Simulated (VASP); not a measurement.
# ZnO (P6_3mc) in VASP: vibrations by perturbation theory with PBEsol

Aim: the vibrations by perturbation theory of ZnO with PBEsol.

Everything below comes from runs of VASP 6.6.1. Logs are shortened: lines on timing, memory, paths and dates and some standing lists are left out, and cuts for length are marked.

### Step 1. The cell of the first run

Symmetry: P6_3mc, No. 186, hexagonal system. The conventional cell has a = 3.231 Å, b = 3.231 Å, c = 5.214 Å, α = 90.00°, β = 90.00°, γ = 120.00°. Within 2.6 Å of Zn (site symmetry 3m) lie 4 O at 1.97 to 1.98 Å. O (site symmetry 3m) has 4 Zn at 1.97 to 1.98 Å within 2.6 Å.

### Step 2. Vibrations by perturbation theory, PBEsol

File INCAR:

```
SYSTEM = ZnO
  PREC = Accurate
  ENCUT = 520
  EDIFF = 1E-8
  ISMEAR = 0
  SIGMA = 0.01
  LREAL = .False.
  LASPH = .True.
  NELM = 100
  ALGO = Normal
  ISIF = 2
  LWAVE = .False.
  LCHARG = .False.
  GGA = PS
  NBANDS = 26
  IBRION = 8
  NSW = 1
  LEPSILON = .True.
```

File KPOINTS:

```
Automatic mesh
0
Gamma
  6 6 4
  0 0 0
```

File POSCAR:

```
ZnO
1.0
    3.2305167399      0.0000000000      0.0000000000
   -1.6152583699      2.7977095641      0.0000000000
    0.0000000000      0.0000000000      5.2139362460
Zn O
2 2
Direct
    0.6666666667      0.3333333333      0.5006385768
    0.3333333333      0.6666666667      0.0006385768
    0.6666666667      0.3333333333      0.8796714232
    0.3333333333      0.6666666667      0.3796714232
```

Potentials or basis: VASP PAW PBE potentials, release 64 (Zn, O).

Started as:

```
$ cat potpaw_PBE.64/Zn/POTCAR potpaw_PBE.64/O/POTCAR > POTCAR
$ mpirun -np 1 vasp_std > vasp.out
```

OUTCAR:

```text
SYSTEM = ZnO
   PREC = Accurate
   ENCUT = 520
   EDIFF = 1E-8
   ISMEAR = 0
   LREAL = .False.
   LASPH = .True.
   NELM = 100
   ISIF = 2
   GGA = PS
   IBRION = 8
   NSW = 1
   LEPSILON = .True.

 ion  position               nearest neighbor table
   1  0.667  0.333  0.501-   4 1.97   4 1.97   4 1.97   3 1.98
   2  0.333  0.667  0.001-   3 1.97   3 1.97   3 1.97   4 1.98
   3  0.667  0.333  0.880-   2 1.97   2 1.97   2 1.97   1 1.98
   4  0.333  0.667  0.380-   1 1.97   1 1.97   1 1.97   2 1.98

  LATTYP: Found a hexagonal cell.
 ALAT       =     3.2305167399
 C/A-ratio  =     1.6139635439

  Lattice vectors:

 A1 = (   3.2305167399,   0.0000000000,   0.0000000000)
 A2 = (  -1.6152583699,   2.7977095641,   0.0000000000)
 A3 = (   0.0000000000,   0.0000000000,   5.2139362460)

Analysis of symmetry for initial positions (statically):
=====================================================================
 Subroutine PRICEL returns:
 Original cell was already a primitive cell.

 Routine SETGRP: Setting up the symmetry group for a
 hexagonal supercell.

 Subroutine GETGRP returns: Found 12 space group operations
 (whereof  6 operations were pure point group operations)
 out of a pool of 24 trial point group operations.

The static configuration has the point symmetry C_3v.
 The point group associated with its full space group is C_6v.

Analysis of symmetry for dynamics (positions and initial velocities):
=====================================================================
 Subroutine PRICEL returns:
 Original cell was already a primitive cell.

 Routine SETGRP: Setting up the symmetry group for a
 hexagonal supercell.

 Subroutine GETGRP returns: Found 12 space group operations
 (whereof  6 operations were pure point group operations)
 out of a pool of 24 trial point group operations.

The dynamic configuration has the point symmetry C_3v.
 The point group associated with its full space group is C_6v.

 Subroutine INISYM returns: Found 12 space group operations
 (whereof  6 operations are pure point group operations),
 and found     1 'primitive' translations

----------------------------------------------------------------------------------------

                                     Primitive cell

  volume of cell :      47.1238

  direct lattice vectors                    reciprocal lattice vectors
     3.230516740  0.000000000  0.000000000     0.309548001  0.178717622  0.000000000
    -1.615258370  2.797709564  0.000000000     0.000000000  0.357435244  0.000000000
     0.000000000  0.000000000  5.213936246     0.000000000  0.000000000  0.191793676

  length of vectors
     3.230516740  3.230516740  5.213936246     0.357435244  0.357435244  0.191793676

  position of ions in fractional coordinates (direct lattice)
     0.666666667  0.333333333  0.500638577
     0.333333333  0.666666667  0.000638577
     0.666666667  0.333333333  0.879671423
     0.333333333  0.666666667  0.379671423

  ion indices of the primitive-cell ions
   primitive index   ion index
                 1           1
                 2           2
                 3           3
                 4           4
[... 790 lines left out ...]
     0.40532  0.00000  0.00000
     0.00000  0.40532 -0.00000
     0.00000 -0.00000 -0.82537

[... ionic steps 4 to 9 ...]

--------------------------------------- Ionic step       10  -------------------------------------------

------------------------ aborting loop because EDIFF is reached ----------------------------------------

[... ionic steps 11 to 11 ...]

--------------------------------------- Ionic step       12  -------------------------------------------

 Free energy of the ion-electron system (eV)
  ---------------------------------------------------
  ---------------------------------------------------
  free energy    TOTEN  =        -0.37599178 eV

  energy without entropy =       -0.37599178

------------------------ aborting loop because EDIFF is reached ----------------------------------------

 INTERNAL STRAIN TENSOR  FOR ION    3  DIRECTION 3   (eV/Angst):
 -----------------------------------------------------------------------------
     4.69172  0.00000  0.00000
     0.00000  4.69172  0.00000
    -0.00000  0.00000 -9.21275

 MACROSCOPIC STATIC DIELECTRIC TENSOR (including local field effects in DFT)
 ------------------------------------------------------
           9.953533     0.000000     0.000000
           0.000000     9.953533     0.000000
           0.000000     0.000000     8.571760
 ------------------------------------------------------

 PIEZOELECTRIC TENSOR (including local field effects)  for field in x, y, z        (e  Angst)
          XX          YY          ZZ          XY          YZ          ZX
  --------------------------------------------------------------------------------
  x     0.00000     0.00000    -0.00000     0.00000     0.00000     1.31159
  y    -0.00000     0.00000     0.00000     0.00000     1.31159     0.00000
  z     1.19215     1.19215    -2.42760     0.00000     0.00000     0.00000

 PIEZOELECTRIC TENSOR (including local field effects)  for field in x, y, z        (C/m^2)
          XX          YY          ZZ          XY          YZ          ZX
  --------------------------------------------------------------------------------
  x     0.00000     0.00000    -0.00000     0.00000     0.00000     0.44593
  y    -0.00000     0.00000     0.00000     0.00000     0.44593     0.00000
  z     0.40532     0.40532    -0.82537     0.00000     0.00000     0.00000

 BORN EFFECTIVE CHARGES (including local field effects) (in |e|, cummulative output)
 ---------------------------------------------------------------------------------
 ion    1
    1     2.26143     0.00000     0.00000
    2     0.00000     2.26143     0.00000
    3    -0.00000     0.00000     2.26314
 ion    2
    1     2.26143     0.00000     0.00000
    2     0.00000     2.26143     0.00000
    3     0.00000     0.00000     2.26314
 ion    3
    1    -2.26143    -0.00000     0.00000
    2    -0.00000    -2.26143     0.00000
    3     0.00000    -0.00000    -2.26314
 ion    4
    1    -2.26143    -0.00000    -0.00000
    2    -0.00000    -2.26143     0.00000
    3     0.00000     0.00000    -2.26314

 INTERNAL STRAIN TENSOR FOR ION    4 for displacements in x,y,z  (eV/Angst):
          X           Y           Z          XY          YZ          ZX
  --------------------------------------------------------------------------------
  x    -0.00000     0.00000     0.00000    -8.33010     0.00000     4.53572
  y    -8.33010     8.33010     0.00000     0.00000     4.82478     0.00000
  z     4.69172     4.69172    -9.21275     0.00000    -0.00000    -0.00000

 SECOND DERIVATIVES (NOT SYMMETRIZED)
 ------------------------------------
               1X          1Y          1Z          2X          2Y          2Z          3X          3Y          3Z          4X          4Y          4Z
  1X    -7.763482   -0.000000   -0.000000    0.333919    0.000000   -0.000000    0.002015    0.000000   -0.000000    7.427548    0.000000   -0.000000
  1Y    -0.000000   -7.763482    0.000000    0.000000    0.333919    0.000000    0.000000    0.002015    0.000000    0.000000    7.427548   -0.000000
  1Z    -0.000000    0.000000  -11.400795   -0.000000    0.000000    4.802098    0.000000    0.000000    5.078949    0.000000    0.000000    1.519748
  2X     0.333919    0.000000    0.000000   -7.763482   -0.000000   -0.000000    7.427548    0.000000    0.000000    0.002015    0.000000    0.000000
  2Y     0.000000    0.333919    0.000000   -0.000000   -7.763482    0.000000    0.000000    7.427548    0.000000    0.000000    0.002015    0.000000
  2Z     0.000000    0.000000    4.802098    0.000000   -0.000000  -11.400795   -0.000000    0.000000    1.519748   -0.000000    0.000000    5.078949
  3X    -0.004440   -0.000000    0.000000    7.425122    0.000000    0.000000   -8.381313   -0.000000    0.000000    0.960630    0.000000    0.000000
  3Y    -0.000000   -0.004440   -0.000000    0.000000    7.425122    0.000000   -0.000000   -8.381313    0.000000    0.000000    0.960630    0.000000
  3Z    -0.000000   -0.000000    5.169810    0.000000   -0.000000    1.529687    0.000000   -0.000000  -11.689586    0.000000    0.000000    4.990089
  4X     7.425122    0.000000   -0.000000   -0.004440   -0.000000   -0.000000    0.960630    0.000000   -0.000000   -8.381313   -0.000000    0.000000
  4Y     0.000000    7.425122    0.000000   -0.000000   -0.004440    0.000000    0.000000    0.960630   -0.000000   -0.000000   -8.381313   -0.000000
  4Z    -0.000000    0.000000    1.529687    0.000000    0.000000    5.169810    0.000000   -0.000000    4.990089    0.000000    0.000000  -11.689586

 Eigenvectors and eigenvalues of the dynamical matrix
 ----------------------------------------------------

   1 f  =   16.078531 THz   101.024387 2PiTHz  536.322051 cm-1    66.495430 meV
             X         Y         Z           dx          dy          dz
      1.615258  0.932570  2.610298     0.000000    0.000000    0.096249
     -0.000000  1.865140  0.003329    -0.000000   -0.000000   -0.096249
      1.615258  0.932570  4.586551     0.000000    0.000000   -0.700526
     -0.000000  1.865140  1.979583    -0.000000   -0.000000    0.700526
[... 71 lines left out ...]
  12 f/i=    0.033792 THz     0.212322 2PiTHz    1.127184 cm-1     0.139753 meV
             X         Y         Z           dx          dy          dz
      1.615258  0.932570  2.610298     0.000000    0.000000    0.634741
     -0.000000  1.865140  0.003329     0.000000    0.000000    0.634741
      1.615258  0.932570  4.586551     0.000000    0.000000    0.311614
     -0.000000  1.865140  1.979583     0.000000    0.000000    0.311614

--------------------------------------------------------------------------------------------------------

 MACROSCOPIC STATIC DIELECTRIC TENSOR IONIC CONTRIBUTION
 ------------------------------------------------------
           5.289544     0.000000    -0.000000
           0.000000     5.289544    -0.000000
          -0.000000    -0.000000     5.915656
 ------------------------------------------------------

 ELASTIC MODULI CONTR FROM IONIC RELAXATION (kBar)
 Direction    XX          YY          ZZ          XY          YZ          ZX
 --------------------------------------------------------------------------------
 XX        -738.6378    288.6928    441.5240     -0.0000     -0.0000      0.0000
 YY         288.6928   -738.6378    441.5240     -0.0000      0.0000     -0.0000
 ZZ         441.5240    441.5240   -866.5212      0.0000     -0.0000     -0.0000
 XY          -0.0000     -0.0000      0.0000   -513.6653      0.0000      0.0000
 YZ          -0.0000     -0.0000     -0.0000      0.0000   -196.9498     -0.0000
 ZX           0.0000     -0.0000     -0.0000      0.0000     -0.0000   -191.3997
 --------------------------------------------------------------------------------

 PIEZOELECTRIC TENSOR IONIC CONTR  for field in x, y, z        (C/m^2)
          XX          YY          ZZ          XY          YZ          ZX
  --------------------------------------------------------------------------------
  x     0.00000    -0.00000    -0.00000     0.00000    -0.00000    -0.94679
  y     0.00000    -0.00000    -0.00000     0.00000    -0.96042    -0.00000
  z    -1.08552    -1.08552     2.13041    -0.00000     0.00000     0.00000
```

It took 12 min on 1 thread of Intel Xeon 8259CL, shared host; peak memory 0.37 GiB.

Results:

```
Electronic dielectric tensor (diagonal)                 : 9.95, 9.95, 8.57
Born charges (mean of the diagonal)                     : Zn +2.26; O -2.26 e
Highest phonon frequency at Γ, LO-TO splitting left out : 536 cm⁻¹
```

Phonon frequencies in cm⁻¹ (negative: imaginary):
```
              q point                               frequencies
(0.000, 0.000, 0.000)  -1 0 0 89 89 251 376 396 396 430 430 536
```

Electronic dielectric tensor:
```
9.95 0.00 0.00
0.00 9.95 0.00
0.00 0.00 8.57
```

Born effective charge tensors (e):
atom 1, Zn
```
2.26 0.00 0.00
0.00 2.26 0.00
0.00 0.00 2.26
```
atom 2, Zn
```
2.26 0.00 0.00
0.00 2.26 0.00
0.00 0.00 2.26
```
atom 3, O
```
-2.26  0.00  0.00
 0.00 -2.26  0.00
 0.00  0.00 -2.26
```
atom 4, O
```
-2.26  0.00  0.00
 0.00 -2.26  0.00
 0.00  0.00 -2.26
```

Caveat: the k points lie up to 0.37 Å⁻¹ apart.
